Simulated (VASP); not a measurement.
Input of a VASP 6.6.1 run:

File INCAR:

```
SYSTEM = Zr
ALGO = Normal
EDIFF = 1E-7
EDIFFG = -0.005
ENCUT = 600
GGA = CA
IBRION = 2
ISIF = 3
ISMEAR = -1
LASPH = .TRUE.
LCHARG = .FALSE.
LREAL = .FALSE.
LWAVE = .FALSE.
NELM = 60
NSW = 32
PREC = Accurate
PSTRESS = 150.0
SIGMA = 0.1
```

Contents of KPOINTS:

```
k-points
0
G
  15 15 8
  0 0 0
```

File POSCAR:

```
Zr
1.0
    2.9874629093      0.0000000000      0.0000000000
   -1.4937314546      2.5872187724      0.0000000000
    0.0000000000      0.0000000000      4.9859244614
Zr
2
Direct
    0.3333333333      0.6666666667      0.2500000000
    0.6666666667      0.3333333333      0.7500000000
```

Potentials or basis: VASP PAW LDA potentials, release 64 (Zr_sv).

The run is started by

```bash
$ cat potpaw_LDA.64/Zr_sv/POTCAR > POTCAR
$ mpirun -np 1 vasp_std > vasp.out
```

**Question.** What does it give for the space group after relaxing (to 0.05 Å)?

**Answer.** P6_3/mmc (No. 194).

**Question.** What does it give for the band gap on the k mesh?

**Answer.** Zero (band 12 reaches 12.10 eV, above the bottom of band 13 at 10.68 eV).

**Question.** Predict the relaxed volume.

**Answer.** 19.29 Å³/atom.

**Question.** Estimate the relaxed cell.

**Answer.** a = 2.988 Å, b = 2.988 Å, c = 4.988 Å, α = 90.00°, β = 90.00°, γ = 120.00°.

The path:
| step | energy change (eV) | largest force (eV/Å) | pressure (GPa) | volume (Å³) |
| --- | --- | --- | --- | --- |
| 1 | 0.0000 | 0.0000 | 15.14 | 38.54 |
| 2 | -0.0089 | 0.0000 | 14.76 | 38.63 |
| 3 | -0.0034 | 0.0000 | 14.99 | 38.57 |

Caveat: the cell is relaxed towards a set pressure, so the enthalpy falls and the energy may rise.
